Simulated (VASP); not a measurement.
Crystal: Ba.

```
Ba
1.0
     0.00000    3.23267    3.23267
     3.23267    0.00000    3.23267
     3.23267    3.23267    0.00000
Ba
1
Direct
  0.00000 0.00000 0.00000
```

This isn't the form of Ba at room conditions, which is bcc.

Base run:

* Program: VASP 6.6.1
* Functional: r2SCAN
* Dispersion: rVV10
* Potentials or basis: VASP PAW PBE potentials, release 64 (Ba_sv)
* Cutoff: 550 eV
* k mesh: 7 × 7 × 7
* Occupations: tetrahedron
* Spin: no spin polarisation

Its results: pressure -0.2 GPa.

Problem. The run is repeated on the same cell with these changes: functional from r2SCAN to PBEsol; dispersion from rVV10 to none; cutoff from 550 eV to 500 eV. What comes out?

Solution. Pressure -0.9 GPa.

Several settings changed at once.

Caveats: the PAW data sets were made with another functional, which shifts forces and pressure a little; tetrahedron occupations give inexact forces and stress in metals.
